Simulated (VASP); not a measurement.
Write the native input for VASP 6.6.1 that does the following.

```
Task                   : single point
Functional             : PBEsol
Potentials or basis    : VASP PAW PBE potentials, release 64 (C)
Cutoff                 : 520 eV
k mesh                 : 12 × 12 × 3
Occupations            : gaussian, width 0.05 eV
Spin                   : no spin polarisation
Dipole correction      : no
Further INCAR settings : ALGO = Normal; EDIFF = 1e-06; NBANDS = 21; ISYM = 0
```

The structure of C lies in POSCAR:

```
C
1.0
    0.0000000000      2.4588631543      0.0000000000
   -2.1294220588      1.2294315772      0.0088643343
   -0.6360474554      1.2294315772     10.8824333734
C
6
Direct
    0.4444348909      0.9444333983      0.1666968199
    0.5555460020      0.0555445094      0.8333634866
   -0.0000095535      0.4999889539      0.5000301532
    0.3333317758     -0.1666667316      0.5000031801
    0.7777762202      0.2777777128      0.1666698468
   -0.1111126687      0.3888888239      0.8333365134
```

This cell differs from its parent crystal: layers slid over each other.

One way to write it, as run:

INCAR

```
SYSTEM = C
  ALGO = Normal
  EDIFF = 1E-6
  ENCUT = 520
  GGA = PS
  ISIF = 2
  ISMEAR = 0
  ISYM = 0
  LASPH = .TRUE.
  LCHARG = .FALSE.
  LREAL = .FALSE.
  LWAVE = .FALSE.
  NBANDS = 21
  NELM = 100
  PREC = Accurate
  SIGMA = 0.05
```

KPOINTS

```
k-points
0
G
  12 12 3
  0 0 0
```

Potentials or basis: VASP PAW PBE potentials, release 64 (C).

Command:

```sh
$ cat potpaw_PBE.64/C/POTCAR > POTCAR
$ mpirun -np 1 vasp_std > vasp.out
```

Results of the run:

```json
{"Pressure": "0.7 GPa", "Largest force": "0.015 eV/Å"}
```

Caveat: the cell differs from its parent crystal (layers slid over each other); this functional lacks dispersion, which binds the layers, so the pressure and a relaxed spacing across them are unreliable; the PAW data sets were made with another functional, which shifts forces and pressure a little.

Wall time 2.2 min on 1 thread of AMD EPYC 9R45 96-Core Processor (Zen 5), on a shared host, peak memory 0.26 GiB.
